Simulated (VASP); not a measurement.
# SiC (P6_3mc) in VASP: further runs, part 2 of 2

VASP 6.6.1. The steps go on from the part before.

**3. Relaxation of cell and atoms, LDA**

This run uses another cell than the first one, of 10.31 Å³/atom.

Input file INCAR:

```
SYSTEM = SiC
ALGO = Normal
EDIFF = 1E-6
EDIFFG = -0.002
ENCUT = 600
GGA = CA
IBRION = 2
ISIF = 3
ISMEAR = 0
LASPH = .TRUE.
LCHARG = .FALSE.
LREAL = .FALSE.
LWAVE = .FALSE.
NELM = 60
NSW = 100
PREC = Accurate
SIGMA = 0.02
```

Input file KPOINTS:

```
k-points
0
G
  12 12 2
  0 0 0
```

Input file POSCAR:

```
SiC
1.0
    3.0766210100      0.0000000000      0.0000000000
   -1.5383105100      2.6644319500      0.0000000000
    0.0000000000      0.0000000000     15.0980843200
Si C
6 6
Direct
    0.3333333300      0.6666666700      0.8329861500
    0.6666666700      0.3333333300      0.3329861500
    0.6666666700      0.3333333300      0.6665006000
    0.3333333300      0.6666666700      0.1665006000
    0.0000000000      0.0000000000      0.4997294200
    0.0000000000      0.0000000000      0.9997294200
    0.0000000000      0.0000000000      0.8743664100
    0.0000000000      0.0000000000      0.3743664100
    0.3333333300      0.6666666700      0.7079967800
    0.6666666700      0.3333333300      0.2079967800
    0.6666666700      0.3333333300      0.5415216400
    0.3333333300      0.6666666700      0.0415216400
```

Potentials or basis: VASP PAW LDA potentials, release 64 (Si, C).

Run with:

```bash
cat potpaw_LDA.64/Si/POTCAR potpaw_LDA.64/C/POTCAR > POTCAR
mpirun -np 1 vasp_std > vasp.out
```

OUTCAR:

```text
SYSTEM = SiC
   EDIFF = 1E-6
   EDIFFG = -0.002
   ENCUT = 600
   GGA = CA
   IBRION = 2
   ISIF = 3
   ISMEAR = 0
   LASPH = .TRUE.
   LREAL = .FALSE.
   NELM = 60
   NSW = 100
   PREC = Accurate

 ion  position               nearest neighbor table
   1  0.333  0.667  0.833-   7 1.88   7 1.88   7 1.88   9 1.89   3 3.08   3 3.08   3 3.08   6 3.08
                             6 3.08   6 3.08
   2  0.667  0.333  0.333-   8 1.88   8 1.88   8 1.88  10 1.89   4 3.08   4 3.08   4 3.08   5 3.08
                             5 3.08   5 3.08
   3  0.667  0.333  0.667-   9 1.88   9 1.88   9 1.88  11 1.89   1 3.08   1 3.08   1 3.08   5 3.08
                             5 3.08   5 3.08
   4  0.333  0.667  0.167-  10 1.88  10 1.88  10 1.88  12 1.89   2 3.08   2 3.08   2 3.08   6 3.08
                             6 3.08   6 3.08
   5  0.000  0.000  0.500-  11 1.89  11 1.89  11 1.89   8 1.89   2 3.08   2 3.08   2 3.08   3 3.08
                             3 3.08   3 3.08
   6  0.000  0.000  1.000-  12 1.89  12 1.89  12 1.89   7 1.89   1 3.08   1 3.08   1 3.08   4 3.08
                             4 3.08   4 3.08
   7  0.000  0.000  0.874-   1 1.88   1 1.88   1 1.88   6 1.89
   8  0.000  0.000  0.374-   2 1.88   2 1.88   2 1.88   5 1.89
   9  0.333  0.667  0.708-   3 1.88   3 1.88   3 1.88   1 1.89
  10  0.667  0.333  0.208-   4 1.88   4 1.88   4 1.88   2 1.89
  11  0.667  0.333  0.542-   5 1.89   5 1.89   5 1.89   3 1.89
  12  0.333  0.667  0.042-   6 1.89   6 1.89   6 1.89   4 1.89

  LATTYP: Found a hexagonal cell.
 ALAT       =     3.0766210100
 C/A-ratio  =     4.9073591680

[... 212 lines left out ...]
  Total       -2.7502562     -2.7502561     -2.7770684      0.0000000      0.0000000      0.0000000
  in kB      -35.6027256    -35.6027255    -35.9498167      0.0000001      0.0000000      0.0000000
  external PRESSURE =     -35.7184226 kB  Pullay stress =       0.0000000 kB
[... 217 lines left out ...]
--------------------------------------- Ionic step        6  -------------------------------------------

 number of electron      48.0000002 magnetization

 Free energy of the ion-electron system (eV)
  ---------------------------------------------------
  ext. energy  EPLUGINS =         0.00000000
  ---------------------------------------------------
  free energy    TOTEN  =       -99.88455648 eV

  energy without entropy =      -99.88455648  energy(sigma->0) =      -99.88455648

 E-fermi :   8.4386     XC(G=0): -11.6364

 val. band max:        8.3262641859   @ k =   0.0000   0.0000   0.0000
 cond. band min:      10.2927516287   @ k =   0.5000   0.0000   0.0000
 fundamental gap:      1.9664874428
 Fermi energy:         8.4385813902

 k-point     1 :       0.0000    0.0000    0.0000
  band No.  band energies     occupation
      1      -7.1928      2.00000
      2      -6.6610      2.00000
      3      -6.6255      2.00000
      4      -5.0943      2.00000
      5      -5.0658      2.00000
      6      -3.5025      2.00000
[... 805 lines left out ...]
     30      13.6243      0.00000
     31      14.4626      0.00000

 [... further k-points ...]

------------------------ aborting loop because EDIFF is reached ----------------------------------------

  FORCE on cell =-STRESS in cart. coord.  units (eV):
  Direction    XX          YY          ZZ          XY          YZ          ZX
  --------------------------------------------------------------------------------------
  -------------------------------------------------------------------------------------
  Total       -0.0010692     -0.0010692     -0.0010167      0.0000000      0.0000000      0.0000000
  in kB       -0.0140660     -0.0140660     -0.0133749      0.0000000      0.0000000      0.0000000
  external PRESSURE =      -0.0138356 kB  Pullay stress =       0.0000000 kB
[... 27 lines left out ...]
  FREE ENERGIE OF THE ION-ELECTRON SYSTEM (eV)
  ---------------------------------------------------
  free  energy   TOTEN  =       -99.8845564762 eV

  energy  without entropy=      -99.8845564762  energy(sigma->0) =      -99.88455648

 reached required accuracy - stopping structural energy minimisation
```

OSZICAR:

```text
N       E                     dE             d eps       ncg     rms          rms(c)
DAV:   1     0.153002593446E+03    0.15300E+03   -0.24176E+04  2356   0.156E+03
DAV:   2    -0.983657155917E+02   -0.25137E+03   -0.23966E+03  3188   0.246E+02
DAV:   3    -0.111851642933E+03   -0.13486E+02   -0.13404E+02  2888   0.580E+01
DAV:   4    -0.112108777395E+03   -0.25713E+00   -0.25651E+00  2881   0.908E+00
[... 37 lines left out ...]
DAV:   4    -0.998845518621E+02    0.20798E-06   -0.50796E-07  1402   0.373E-03
   5 F= -.99884552E+02 E0= -.99884552E+02  d E =-.260136E-05
       N       E                     dE             d eps       ncg     rms          rms(c)
DAV:   1    -0.998845583244E+02   -0.62543E-05   -0.10509E-04  2657   0.589E-02    0.103E-02
DAV:   2    -0.998845569468E+02    0.13776E-05   -0.46333E-06  2662   0.115E-02    0.567E-03
DAV:   3    -0.998845564762E+02    0.47063E-06   -0.12233E-06  1304   0.554E-03
   6 F= -.99884556E+02 E0= -.99884556E+02  d E =-.721546E-05
```

CONTCAR:

```text
SiC
   1.00000000000000
     3.0602717351346378    0.0000000000306903   -0.0000000000000000
    -1.5301358725141700    2.6502730626572926    0.0000000000000000
     0.0000000000000000    0.0000000000000000   15.0162191926999551
  Si              C
     6     6
Direct
     0.3333333300000021    0.6666666699999979    0.8329845542952755
     0.6666666699999979    0.3333333300000021    0.3329845542952755
     0.6666666699999979    0.3333333300000021    0.6665007772742868
     0.3333333300000021    0.6666666699999979    0.1665007772742868
     1.0000000000000000    1.0000000000000000    0.4997271685051095
     0.0000000000000000    0.0000000000000000    0.9997271685051093
     0.0000000000000000    0.0000000000000000    0.8743708565870468
     0.0000000000000000    1.0000000000000000    0.3743708565870468
     0.3333333300000021    0.6666666699999979    0.7079996208408058
     0.6666666699999979    0.3333333300000021    0.2079996208408060
     0.6666666699999979    0.3333333300000021    0.5415180224974737
     0.3333333300000021    0.6666666699999979    0.0415180224974738

  0.00000000E+00  0.00000000E+00  0.00000000E+00
  0.00000000E+00  0.00000000E+00  0.00000000E+00
  0.00000000E+00  0.00000000E+00  0.00000000E+00
  0.00000000E+00  0.00000000E+00  0.00000000E+00
  0.00000000E+00  0.00000000E+00  0.00000000E+00
  0.00000000E+00  0.00000000E+00  0.00000000E+00
  0.00000000E+00  0.00000000E+00  0.00000000E+00
  0.00000000E+00  0.00000000E+00  0.00000000E+00
  0.00000000E+00  0.00000000E+00  0.00000000E+00
  0.00000000E+00  0.00000000E+00  0.00000000E+00
  0.00000000E+00  0.00000000E+00  0.00000000E+00
  0.00000000E+00  0.00000000E+00  0.00000000E+00
```

Wall time 8.4 min (1 thread of Intel Xeon Platinum 8259CL at 2.50GHz (Skylake/Cascade Lake), shared host); peak memory 0.32 GiB.

Results:

```
Free energy                           : -99.8846 eV
Relaxed volume                        : 10.15 Å³/atom
Relaxed cell                          : a = 3.060 Å, b = 3.060 Å, c = 15.016 Å, α = 90.00°, β = 90.00°, γ = 120.00°
Space group after relaxing (to 0.1 Å) : P6_3mc (No. 186)
Energy gained by relaxing             : 1.9 meV/atom
Ionic steps                           : 6
Pressure after relaxing               : 0.0 GPa
Band gap on the k mesh                : 1.97 eV (least direct gap 3.07 eV)
```

Step by step:
```
step  energy change (eV)  largest force (eV/Å)  pressure (GPa)  volume (Å³)
   1              0.0000                0.0032           -3.57       123.77
   2              0.0043                0.0131            4.11       119.69
   3             -0.0223                0.0044           -0.01       121.80
   4             -0.0223                0.0046            0.06       121.76
   5             -0.0223                0.0043           -0.05       121.82
   6             -0.0223                0.0016            0.00       121.79
```

Final structure:
```
Si C
1.0
     3.06027    0.00000    0.00000
    -1.53014    2.65027    0.00000
     0.00000    0.00000   15.01622
Si C
6 6
Direct
  0.33333 0.66667 0.83298
  0.66667 0.33333 0.33298
  0.66667 0.33333 0.66650
  0.33333 0.66667 0.16650
  0.00000 0.00000 0.49973
  0.00000 0.00000 0.99973
  0.00000 0.00000 0.87437
  0.00000 0.00000 0.37437
  0.33333 0.66667 0.70800
  0.66667 0.33333 0.20800
  0.66667 0.33333 0.54152
  0.33333 0.66667 0.04152
```

A k mesh can miss the band edges.
